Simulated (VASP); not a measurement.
The system is In.

```xyz
1
Lattice="-1.6191 1.6612 2.5248 1.6612 -1.6191 2.5248 1.5669 1.5669 -2.4971" Properties=species:S:1:pos:R:3 pbc="T T T"
In    0.0000    0.0000    0.0000
```

Base run:

- Program: VASP 6.6.1
- Functional: r2SCAN
- Potentials or basis: VASP PAW PBE potentials, release 64 (In_d)
- Cutoff: 520 eV
- k mesh: 9 × 9 × 11
- Occupations: fermi-dirac, width 0.1 eV
- Spin: no spin polarisation

Its results: pressure 0.0 GPa.

Problem. After a change of settings the same cell gave: pressure 0.9 GPa. Which change was it?
A. k mesh from 9 × 9 × 11 to 7 × 7 × 9; further incar settings from ALGO = Normal; EDIFF = 1e-06; NBANDS = 12 to ALGO = Normal; EDIFF = 1e-07; NBANDS = 12
B. k mesh from 9 × 9 × 11 to 2 × 2 × 2
C. k mesh from 9 × 9 × 11 to 3 × 3 × 4
D. k mesh from 9 × 9 × 11 to 6 × 6 × 7; further incar settings from ALGO = Normal; EDIFF = 1e-06; NBANDS = 12 to ALGO = Normal; EDIFF = 1e-07; NBANDS = 12

Solution. C.

Caveats: some runs use coarse meshes; the PAW data sets were made with another functional, which shifts forces and pressure a little.
